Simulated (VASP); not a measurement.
Wanted: the native input for a VASP 6.6.1 run.

```yaml
Task: single point
Functional: LDA
Potentials_or_basis: VASP PAW LDA potentials, release 64 (K_sv, Cl)
Cutoff: 520 eV
k_mesh: 7 × 7 × 7
Occupations: fermi-dirac, width 0.05 eV
Spin: no spin polarisation
Dipole_correction: no
Further_INCAR_settings: ALGO = Normal; EDIFF = 1e-06; NBANDS = 15
```

The structure of KCl lies in POSCAR:

```
KCl
1.0
    3.7608230702      0.0000000000      0.0000000000
    0.0000000000      3.7608230702      0.0000000000
    0.0000000000      0.0000000000      3.7608230702
K Cl
1 1
Direct
    0.0000000000      0.0000000000      0.0000000000
    0.5000000000      0.5000000000      0.5000000000
```

These files were run (other wordings do the same):

INCAR

```
SYSTEM = KCl
PREC = Accurate
ENCUT = 520
EDIFF = 1E-6
ISMEAR = -1
SIGMA = 0.05
LREAL = .False.
LASPH = .True.
NELM = 80
ALGO = Normal
ISIF = 2
LWAVE = .False.
LCHARG = .False.
GGA = CA
NBANDS = 15
```

KPOINTS

```
Automatic mesh
0
Gamma
  7 7 7
  0 0 0
```

Potentials or basis: VASP PAW LDA potentials, release 64 (K_sv, Cl).

Launch:

```sh
$ cat potpaw_LDA.64/K_sv/POTCAR potpaw_LDA.64/Cl/POTCAR > POTCAR
$ mpirun -np 1 vasp_std > vasp.out
```

It gave:

```
Pressure               : -2.2 GPa
Band gap on the k mesh : 4.66 eV, indirect (least direct gap 4.85 eV)
```

Run time: 5.5 s on 1 thread of Intel(R) Xeon(R) 6975P-C (Granite Rapids) (shared host), peak memory 0.13 GiB.
